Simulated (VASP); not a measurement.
A run of VASP 6.6.1 is set up as follows.

INCAR

```
  ALGO = Normal
  EDIFF = 1E-6
  ENCUT = 520
  GGA = PE
  ISIF = 2
  ISMEAR = 0
  LASPH = True
  LCHARG = True
  LELF = True
  LREAL = False
  LVHAR = True
  LWAVE = False
  NBANDS = 21
  NELM = 100
  PREC = Accurate
  SIGMA = 0.02
```

The input KPOINTS:

```
k-points
0
Gamma
  10 10 10
```

File POSCAR:

```
Al2BAs3
1.0
   -1.8993337849      1.8993337849      8.3718995521
    1.8993337849     -1.8993337849      8.3718995521
    1.8993337849      1.8993337849     -8.3718995521
Al B As
2 1 3
Direct
    0.6598299137      0.6598299137      0.0000000000
    0.3401700863      0.3401700863      0.0000000000
    0.0000000000      0.0000000000      0.0000000000
    0.5681273114      0.0681273114      0.5000000000
    0.2500000000      0.7500000000      0.5000000000
    0.9318726886      0.4318726886      0.5000000000
```

Potentials or basis: VASP PAW PBE potentials, release 64 (Al, B, As).

Launch:

```bash
$ cat potpaw_PBE.64/Al/POTCAR potpaw_PBE.64/B/POTCAR potpaw_PBE.64/As/POTCAR > POTCAR
$ mpirun -np 1 vasp_std > vasp.out
```

What does it give for the largest force?

0.012 eV/Å.

Predict the pressure.

0.2 GPa.

Forces on the atoms (eV/Å):
```
Al   0.000  0.000 -0.001
Al   0.000  0.000  0.001
B    0.000  0.000  0.000
As   0.000  0.000  0.012
As   0.000  0.000  0.000
As   0.000  0.000 -0.012
```
